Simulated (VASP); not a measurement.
# Al7Cu (Fm-3m) in VASP: notebook

The runs below take Al7Cu through single point, relaxation of cell and atoms, with PBE.

All numbers are computed with VASP 6.6.1; they aren't measurements. Logs are shortened: lines on timing, memory, paths and dates and some standing lists are left out, and cuts for length are marked.

## Step 1: The cell of the first run

The structure is cubic, space group Fm-3m (No. 225). Conventional cell: a = 7.796 Å, b = 7.796 Å, c = 7.796 Å, α = 90.00°, β = 90.00°, γ = 90.00°. Al (site symmetry mmm) has 10 Al at 2.76 Å and 2 Cu at 2.76 Å within 3.6 Å. Al (site symmetry m-3m) has 12 Al at 2.76 Å within 3.6 Å. Within 3.6 Å of Cu (site symmetry m-3m) lie 12 Al at 2.76 Å.

## Step 2: Single point, PBE

INCAR reads:

```
SYSTEM = Al7Cu
ALGO = Fast ; EDIFF = 1E-6
ENCUT = 520 ; GGA = PE
ISIF = 2 ; ISMEAR = 0
LASPH = .True. ; LCHARG = .False.
LREAL = .False. ; LWAVE = .False.
NBANDS = 26 ; NELM = 100
PREC = Accurate ; SIGMA = 0.1
```

KPOINTS reads:

```
k-points
0
Gamma
  4 4 4
  0 0 0
```

POSCAR reads:

```
Al7Cu
1.0
    0.0000000000      3.8980343700      3.8980343700
    3.8980343700      0.0000000000      3.8980343700
    3.8980343700      3.8980343700      0.0000000000
Al Cu
7 1
Direct
    0.5000000000      0.0000000000      0.0000000000
    0.0000000000      0.5000000000      0.5000000000
    0.0000000000      0.5000000000      0.0000000000
    0.5000000000      0.0000000000      0.5000000000
    0.0000000000      0.0000000000      0.5000000000
    0.5000000000      0.5000000000      0.0000000000
    0.0000000000      0.0000000000      0.0000000000
    0.5000000000      0.5000000000      0.5000000000
```

Potentials or basis: VASP PAW PBE potentials, release 64 (Al, Cu).

On the command line:

```sh
> cat potpaw_PBE.64/Al/POTCAR potpaw_PBE.64/Cu/POTCAR > POTCAR
> mpirun -np 1 vasp_std > vasp.out
```

OUTCAR:

```text
SYSTEM = Al7Cu
   EDIFF = 1E-6
   ENCUT = 520
   GGA = PE
   ISIF = 2
   ISMEAR = 0
   LASPH = .True.
   LREAL = .False.
   NELM = 100
   PREC = Accurate

 ion  position               nearest neighbor table
   1  0.500  0.000  0.000-   4 2.76   6 2.76   7 2.76   4 2.76   5 2.76   8 2.76   3 2.76   6 2.76
                             8 2.76   3 2.76   5 2.76   7 2.76
   2  0.000  0.500  0.500-   3 2.76   5 2.76   8 2.76   3 2.76   6 2.76   7 2.76   4 2.76   5 2.76
                             7 2.76   4 2.76   6 2.76   8 2.76
   3  0.000  0.500  0.000-   2 2.76   6 2.76   7 2.76   2 2.76   5 2.76   8 2.76   1 2.76   5 2.76
                             7 2.76   1 2.76   6 2.76   8 2.76
   4  0.500  0.000  0.500-   1 2.76   5 2.76   8 2.76   1 2.76   6 2.76   7 2.76   2 2.76   6 2.76
                             8 2.76   2 2.76   5 2.76   7 2.76
   5  0.000  0.000  0.500-   2 2.76   4 2.76   7 2.76   1 2.76   3 2.76   7 2.76   2 2.76   3 2.76
                             8 2.76   1 2.76   4 2.76   8 2.76
   6  0.500  0.500  0.000-   1 2.76   3 2.76   8 2.76   2 2.76   4 2.76   8 2.76   1 2.76   4 2.76
                             7 2.76   2 2.76   3 2.76   7 2.76
   7  0.000  0.000  0.000-   1 2.76   3 2.76   5 2.76   2 2.76   4 2.76   5 2.76   2 2.76   3 2.76
                             6 2.76   1 2.76   4 2.76   6 2.76
   8  0.500  0.500  0.500-   2 2.76   4 2.76   6 2.76   1 2.76   3 2.76   6 2.76   1 2.76   4 2.76
                             5 2.76   2 2.76   3 2.76   5 2.76

  LATTYP: Found a face centered cubic cell.
 ALAT       =     7.7960687400

  Lattice vectors:

 A1 = (   0.0000000000,   3.8980343700,   3.8980343700)
 A2 = (   3.8980343700,   0.0000000000,   3.8980343700)
 A3 = (   3.8980343700,   3.8980343700,   0.0000000000)

Analysis of symmetry for initial positions (statically):
=====================================================================
 Subroutine PRICEL returns:
 Original cell was already a primitive cell.

 Routine SETGRP: Setting up the symmetry group for a
 face centered cubic supercell.

 Subroutine GETGRP returns: Found 48 space group operations
 (whereof 48 operations were pure point group operations)
 out of a pool of 48 trial point group operations.

The static configuration has the point symmetry O_h .

Analysis of symmetry for dynamics (positions and initial velocities):
=====================================================================
 Subroutine PRICEL returns:
 Original cell was already a primitive cell.

 Routine SETGRP: Setting up the symmetry group for a
 face centered cubic supercell.

 Subroutine GETGRP returns: Found 48 space group operations
 (whereof 48 operations were pure point group operations)
 out of a pool of 48 trial point group operations.

The dynamic configuration has the point symmetry O_h .

 Subroutine INISYM returns: Found 48 space group operations
 (whereof 48 operations are pure point group operations),
 and found     1 'primitive' translations

----------------------------------------------------------------------------------------

                                     Primitive cell

  volume of cell :     118.4587

  direct lattice vectors                    reciprocal lattice vectors
     0.000000000  3.898034370  3.898034370    -0.128269777  0.128269777  0.128269777
     3.898034370  0.000000000  3.898034370     0.128269777 -0.128269777  0.128269777
     3.898034370  3.898034370  0.000000000     0.128269777  0.128269777 -0.128269777

  length of vectors
     5.512653073  5.512653073  5.512653073     0.222169771  0.222169771  0.222169771

  position of ions in fractional coordinates (direct lattice)
     0.500000000  0.000000000  0.000000000
     0.000000000  0.500000000  0.500000000
     0.000000000  0.500000000  0.000000000
     0.500000000  0.000000000  0.500000000
     0.000000000  0.000000000  0.500000000
     0.500000000  0.500000000  0.000000000
     0.000000000  0.000000000  0.000000000
     0.500000000  0.500000000  0.500000000

  ion indices of the primitive-cell ions
   primitive index   ion index
                 1           1
                 2           2
                 3           3
                 4           4
                 5           5
                 6           6
                 7           7
                 8           8

----------------------------------------------------------------------------------------

 KPOINTS: k-points

Automatic generation of k-mesh.
 Grid dimensions read from file:
 generate k-points for:    4    4    4

 Generating k-lattice:

  Cartesian coordinates                     Fractional coordinates (reciprocal lattice)
    -0.032067444  0.032067444  0.032067444     0.250000000  0.000000000  0.000000000
     0.032067444 -0.032067444  0.032067444     0.000000000  0.250000000  0.000000000
     0.032067444  0.032067444 -0.032067444     0.000000000  0.000000000  0.250000000

  Length of vectors
[... 43 lines left out ...]
   NFREE  =      0    steps in history (QN), initial steepest desc. (CG)
   ISIF   =      2    stress and relaxation
   ISYM   =      2    0-nonsym 1-usesym 2-fastsym
   POTIM  = 0.5000    time-step for ionic-motion
   TEBEG  =    0.0;   TEEND  =   0.0 temperature during run
   PSTRESS=    0.0 pullay stress
   NELECT =      32.0000    total number of electrons
   NUPDOWN=      -1.0000    fix difference up-down
   EMIN   =  10.00;   EMAX   =-10.00  energy-range for DOS
   EFERMI =   0.00;   METHOD = LEGACY
   ISMEAR =     0;   SIGMA  =   0.10  broadening in eV -4-tet -1-fermi 0-gaus
   EFERMI_NEDOS =   21; number of points for ismear=-14 and -15
   IALGO  =     68    algorithm
   IMIX   =      4    mixing-type and parameters
     AMIX     =   0.40;   BMIX     =  1.00
     AMIX_MAG =   1.60;   BMIX_MAG =  1.00
  volume/ion in A,a.u.               =      14.81        99.92
  Fermi-wavevector in a.u.,A,eV,Ry     =   1.058285  1.999868 15.238068  1.119966
  Thomas-Fermi vector in A             =   2.193588
   LORBIT       =      0    0 simple, 1 ext, 2 COOP (PROOUT), +10 PAW based schemes
   GGA     = PE    functional components
   LHFCALC =     F    Hartree Fock is set to
   AEXX    =    0.0000 exact exchange contribution
   IVDW    =     0    specifies the selected vdW correction
   LEPSILON=     F    determine dielectric tensor
   LRPA    =     F    only Hartree local field effects (RPA)
 non-spin polarized calculation
 RMM-DIIS sequential band-by-band and
 Gauss-broadening in eV      SIGMA  =   0.10
  energy-cutoff  :      520.00
  volume of cell :      118.46
 maximum number of plane-waves:      3250
 NGX is ok and might be reduce to    42
   NGX = 21   NGY = 21   NGZ = 21

 number of electron      31.9999994 magnetization

 Free energy of the ion-electron system (eV)
  ---------------------------------------------------
  ext. energy  EPLUGINS =         0.00000000
  ---------------------------------------------------
  free energy    TOTEN  =       -29.72127098 eV

  energy without entropy =      -29.69465943  energy(sigma->0) =      -29.70796521

 E-fermi :   8.5416     XC(G=0): -10.7113

 val. band max:        8.4642947397   @ k =   0.5000   0.0000   0.0000
 cond. band min:       8.5819617357   @ k =   0.2500   0.2500   0.0000
 fundamental gap:      0.1176669960
 Fermi energy:         8.5416217506

 k-point     1 :       0.0000    0.0000    0.0000
  band No.  band energies     occupation
      1      -2.7831      2.00000
      2       3.7122      2.00000
      3       3.7122      2.00000
      4       3.7122      2.00000
      5       3.7929      2.00000
      6       4.1970      2.00000
[... 18 lines left out ...]
     25      15.1092      0.00000
     26      15.1097      0.00000

 k-point     2 :       0.2500    0.0000    0.0000
  band No.  band energies     occupation
      1      -2.3287      2.00000
      2       1.2176      2.00000
      3       3.3292      2.00000
      4       3.3292      2.00000
      5       3.4766      2.00000
      6       4.3068      2.00000
[... 18 lines left out ...]
     25      15.9137      0.00000
[... 144 lines left out ...]
     25      12.2565      0.00000
     26      12.2566      0.00000

 k-point     8 :      -0.2500    0.5000    0.2500
  band No.  band energies     occupation
      1       0.0237      2.00000
      2       0.0987      2.00000
      3       0.0987      2.00000
      4       0.7019      2.00000
      5       4.1956      2.00000
      6       4.1956      2.00000
[... 18 lines left out ...]
     25      13.6401      0.00000
     26      14.4582      0.00000

------------------------ aborting loop because EDIFF is reached ----------------------------------------

  FORCE on cell =-STRESS in cart. coord.  units (eV):
  Direction    XX          YY          ZZ          XY          YZ          ZX
  --------------------------------------------------------------------------------------
  -------------------------------------------------------------------------------------
  Total        4.4182812      4.4182812      4.4182812     -0.0000000      0.0000000     -0.0000000
  in kB       59.7581234     59.7581234     59.7581234     -0.0000000      0.0000000     -0.0000000
  external PRESSURE =      59.7581234 kB  Pullay stress =       0.0000000 kB

 VOLUME and BASIS-vectors are now :
 -----------------------------------------------------------------------------
  energy-cutoff  :      520.00
  volume of cell :      118.46
      direct lattice vectors                 reciprocal lattice vectors
     0.000000000  3.898034370  3.898034370    -0.128269777  0.128269777  0.128269777
     3.898034370  0.000000000  3.898034370     0.128269777 -0.128269777  0.128269777
     3.898034370  3.898034370  0.000000000     0.128269777  0.128269777 -0.128269777

 POSITION                                       TOTAL-FORCE (eV/Angst)
 -----------------------------------------------------------------------------------
      0.00000      1.94902      1.94902        -0.000000     -0.000000     -0.000000
      3.89803      1.94902      1.94902        -0.000000     -0.000000     -0.000000
      1.94902      0.00000      1.94902         0.000000      0.000000     -0.000000
      1.94902      3.89803      1.94902        -0.000000      0.000000     -0.000000
      1.94902      1.94902      0.00000        -0.000000      0.000000     -0.000000
      1.94902      1.94902      3.89803        -0.000000      0.000000     -0.000000
      0.00000      0.00000      0.00000        -0.000000      0.000000     -0.000000
      3.89803      3.89803      3.89803         0.000000     -0.000000      0.000000
 -----------------------------------------------------------------------------------
    total drift:                               -0.000000     -0.000000      0.000000

  FREE ENERGIE OF THE ION-ELECTRON SYSTEM (eV)
  ---------------------------------------------------
  free  energy   TOTEN  =       -29.7212709842 eV

  energy  without entropy=      -29.6946594303  energy(sigma->0) =      -29.70796521
```

Run time: 42 s. Hardware: 1 thread of AMD EPYC 7R13 (Zen 3), shared host; peak memory 0.22 GiB.

Results:

```
Free energy            : -29.7213 eV
Pressure               : 6.0 GPa
Band gap on the k mesh : zero (band 16 reaches 9.14 eV, above the bottom of band 17 at 6.11 eV)
```

## Step 3: Single point, PBE

This run uses another cell than the first one, of 15.70 Å³/atom, 1.060 times its volume.

INCAR reads:

```
SYSTEM = Al7Cu
ALGO     = Fast           ! electronic algorithm
EDIFF    = 1E-6           ! SCF threshold, eV
ENCUT    = 520            ! plane-wave cutoff, eV
GGA      = PE             ! functional
ISIF     = 2              ! what is computed and relaxed
ISMEAR   = 0              ! smearing method
LASPH    = .True.         ! aspherical terms in the spheres
LCHARG   = .True.         ! write CHGCAR
LELF     = .True.         ! ELF
LREAL    = .False.        ! projectors in reciprocal space
LVHAR    = .True.       
LWAVE    = .False.        ! write WAVECAR
NBANDS   = 26             ! bands
NELM     = 100            ! most SCF steps
PREC     = Accurate       ! precision mode
SIGMA    = 0.1            ! smearing width, eV
```

KPOINTS is that of step 2.

Edit POSCAR of step 2 so:

```diff
@@ -2,5 +2,5 @@
 1.0
-    0.0000000000      3.8980343700      3.8980343700
-    3.8980343700      0.0000000000      3.8980343700
-    3.8980343700      3.8980343700      0.0000000000
+    0.0000000000      3.9745712329      3.9745712329
+    3.9745712329      0.0000000000      3.9745712329
+    3.9745712329      3.9745712329      0.0000000000
 Al Cu
```

Potentials or basis: VASP PAW PBE potentials, release 64 (Al, Cu).

On the command line:

```sh
> cat potpaw_PBE.64/Al/POTCAR potpaw_PBE.64/Cu/POTCAR > POTCAR
> mpirun -np 1 vasp_std > vasp.out
```

Run time: 48 s. Hardware: 1 thread of AMD EPYC 7R13 (Zen 3), shared host; peak memory 0.22 GiB.

Results (log left out):

```
Free energy            : -29.8480 eV
Pressure               : 0.1 GPa
Band gap on the k mesh : zero (band 16 reaches 8.53 eV, above the bottom of band 17 at 5.60 eV)
```

Levels at points of the mesh, in eV from the Fermi level:
| k point | band 13 | band 14 | band 15 | band 16 | band 17 | band 18 | band 19 | band 20 |
| --- | --- | --- | --- | --- | --- | --- | --- | --- |
| (0.00, 0.00, 0.00) | -2.43 | -2.43 | -2.33 | -2.33 | -2.33 | -0.57 | -0.33 | -0.33 |
| (0.50, 0.00, 0.00) | -2.85 | -0.22 | -0.22 | -0.06 | 0.06 | 0.51 | 0.51 | 3.92 |
| (0.50, 0.50, 0.00) | -0.22 | -0.06 | -0.06 | 0.54 | 1.38 | 1.52 | 1.74 | 2.41 |

## Step 4: Single point, PBE

This run uses another cell than the first one, of 15.76 Å³/atom, 1.064 times its volume.

INCAR reads:

```
SYSTEM = Al7Cu
ALGO = Fast
EDIFF = 1E-6
ENCUT = 520
GGA = PE
ISIF = 2
ISMEAR = 0
LASPH = .True.
LCHARG = .True.
LELF = .True.
LREAL = .False.
LVHAR = .True.
LWAVE = .False.
NBANDS = 26
NELM = 80
PREC = Accurate
SIGMA = 0.2
```

KPOINTS reads:

```
k-points
0
Gamma
  6 6 6
  0 0 0
```

POSCAR reads:

```
Al7Cu
1.0
    0.0000000000      3.9797635600      3.9797635600
    3.9797635600      0.0000000000      3.9797635600
    3.9797635600      3.9797635600      0.0000000000
Al Cu
7 1
Direct
    0.5000000000      1.0000000000      0.0000000000
    1.0000000000      0.5000000000      0.5000000000
    1.0000000000      0.5000000000      0.0000000000
    0.5000000000      0.0000000000      0.5000000000
    1.0000000000      0.0000000000      0.5000000000
    0.5000000000      0.5000000000      0.0000000000
    0.0000000000      0.0000000000      0.0000000000
    0.5000000000      0.5000000000      0.5000000000
```

On the command line:

```sh
> cat potpaw_PBE.64/Al/POTCAR potpaw_PBE.64/Cu/POTCAR > POTCAR
> mpirun -np 1 vasp_std > vasp.out
```

Run time: 97 s. Hardware: 1 thread of AMD EPYC 7R13 (Zen 3), shared host; peak memory 0.24 GiB.

Results (log left out):

```yaml
Free_energy: -30.0748 eV
Pressure: -0.1 GPa
Band_gap_on_the_k_mesh: zero (band 16 reaches 8.85 eV, above the bottom of band 17 at 5.57 eV)
```

Levels at points of the mesh, in eV from the Fermi level:
| k point | band 12 | band 13 | band 14 | band 15 | band 16 | band 17 | band 18 | band 19 | band 20 | band 21 |
| --- | --- | --- | --- | --- | --- | --- | --- | --- | --- | --- |
| (0.00, 0.00, 0.00) | -2.57 | -2.57 | -2.57 | -2.50 | -2.50 | -2.50 | -0.74 | -0.52 | -0.52 | 6.03 |
| (0.50, 0.00, 0.00) | -2.98 | -2.98 | -0.41 | -0.41 | -0.25 | -0.13 | 0.33 | 0.33 | 3.70 | 3.80 |
| (0.50, 0.50, 0.00) | -0.41 | -0.41 | -0.25 | -0.25 | 0.35 | 1.19 | 1.33 | 1.52 | 2.21 | 2.22 |

## Step 5: Relaxation of cell and atoms, PBE

INCAR reads:

```
ALGO     = Normal         # electronic algorithm
EDIFF    = 1E-6           # SCF threshold, eV
EDIFFG   = -0.04          # ionic threshold
ENCUT    = 600            # plane-wave cutoff, eV
GGA      = PE             # functional
IBRION   = 2              # ionic algorithm
ISIF     = 3              # what is computed and relaxed
ISMEAR   = 0              # smearing method
LASPH    = T              # aspherical terms in the spheres
LCHARG   = F              # write CHGCAR
LREAL    = F              # projectors in reciprocal space
LWAVE    = F              # write WAVECAR
NELM     = 60             # most SCF steps
NSW      = 90             # ionic steps
PREC     = Accurate       # precision mode
SIGMA    = 0.1            # smearing width, eV
```

KPOINTS reads:

```
k-points
0
Gamma
  4 4 4
```

POSCAR reads:

```
Al7Cu
1.0
    0.0000000000      3.8980343700      3.8980343700
    3.8980343700      0.0000000000      3.8980343700
    3.8980343700      3.8980343700      0.0000000000
Al Cu
7 1
Direct
    0.5000000000      0.0000000000      0.0000000000
    0.0000000000      0.5000000000      0.5000000000
    0.0000000000      0.5000000000      0.0000000000
    0.5000000000      0.0000000000      0.5000000000
    0.0000000000      0.0000000000      0.5000000000
    0.5000000000      0.5000000000      0.0000000000
    0.0000000000      0.0000000000      0.0000000000
    0.5000000000      0.5000000000      0.5000000000
```

On the command line:

```sh
> cat potpaw_PBE.64/Al/POTCAR potpaw_PBE.64/Cu/POTCAR > POTCAR
> mpirun -np 1 vasp_std > vasp.out
```

It took 2.1 min on 1 thread of AMD EPYC 7R13 (Zen 3), shared host; peak memory 0.3 GiB.

The run converged. Its results:

* Free energy: -29.8481 eV
* Relaxed volume: 15.70 Å³/atom
* Relaxed cell: a = 5.622 Å, b = 5.622 Å, c = 5.622 Å, α = 60.00°, β = 60.00°, γ = 60.00°
* Space group after relaxing (to 0.05 Å): Fm-3m (No. 225)
* Energy gained by relaxing: 15.8 meV/atom
* Ionic steps: 3
* Pressure after relaxing: 0.1 GPa
* Band gap on the k mesh: zero (band 16 reaches 8.53 eV, above the bottom of band 17 at 5.60 eV)

The path:
| step | energy change (eV) | largest force (eV/Å) | pressure (GPa) | volume (Å³) |
| --- | --- | --- | --- | --- |
| 1 | 0.0000 | 0.0000 | 6.01 | 118.46 |
| 2 | -0.1128 | 0.0000 | -1.69 | 128.23 |
| 3 | -0.1263 | 0.0000 | 0.06 | 125.63 |

Final structure:
```cif
data_structure
_symmetry_space_group_name_H-M 'P 1'
_symmetry_Int_Tables_number 1
_cell_length_a 5.6217
_cell_length_b 5.6217
_cell_length_c 5.6217
_cell_angle_alpha 60.000
_cell_angle_beta 60.000
_cell_angle_gamma 60.000
_cell_volume 125.63
loop_
_atom_site_label
_atom_site_type_symbol
_atom_site_fract_x
_atom_site_fract_y
_atom_site_fract_z
_atom_site_occupancy
Al1 Al 0.50000 0.00000 0.00000 1
Al2 Al 0.00000 0.50000 0.50000 1
Al3 Al 0.00000 0.50000 0.00000 1
Al4 Al 0.50000 0.00000 0.50000 1
Al5 Al 0.00000 0.00000 0.50000 1
Al6 Al 0.50000 0.50000 0.00000 1
Al7 Al 0.00000 0.00000 0.00000 1
Cu1 Cu 0.50000 0.50000 0.50000 1
```

Levels at points of the mesh, in eV from the Fermi level:
```csv
k point,band 12,band 13,band 14,band 15,band 16,band 17,band 18,band 19,band 20,band 21
"(0.00, 0.00, 0.00)",-2.43,-2.43,-2.43,-2.33,-2.33,-2.33,-0.57,-0.33,-0.33,6.24
"(0.50, 0.00, 0.00)",-2.85,-2.85,-0.22,-0.22,-0.06,0.06,0.51,0.51,3.92,4.01
"(0.50, 0.50, 0.00)",-0.22,-0.22,-0.06,-0.06,0.54,1.38,1.52,1.73,2.41,2.41
```

## Step 6: Summary

| task | cell | k mesh | cutoff (eV) | smearing | gap on the mesh (eV) | pressure (GPa) |
| --- | --- | --- | --- | --- | --- | --- |
| single point | a = 5.513 Å, angles 60.0°, 8 atoms | 4 × 4 × 4 | 520 | gaussian 0.1 eV | none | 6.0 |
| single point | a = 5.621 Å, angles 60.0°, 8 atoms | 4 × 4 × 4 | 520 | gaussian 0.1 eV | none | 0.1 |
| single point | a = 5.628 Å, angles 60.0°, 8 atoms | 6 × 6 × 6 | 520 | gaussian 0.2 eV | none | -0.1 |
| relaxation of cell and atoms | relaxed from a = 5.513 Å, angles 60.0°, 8 atoms | 4 × 4 × 4 | 600 | gaussian 0.1 eV | none | 0.1 |

Alike in all rows: level PBE; potentials or basis VASP PAW PBE potentials, release 64 (Al, Cu); no spin polarisation.

Absolute energies hang on the potentials; compare differences alone.
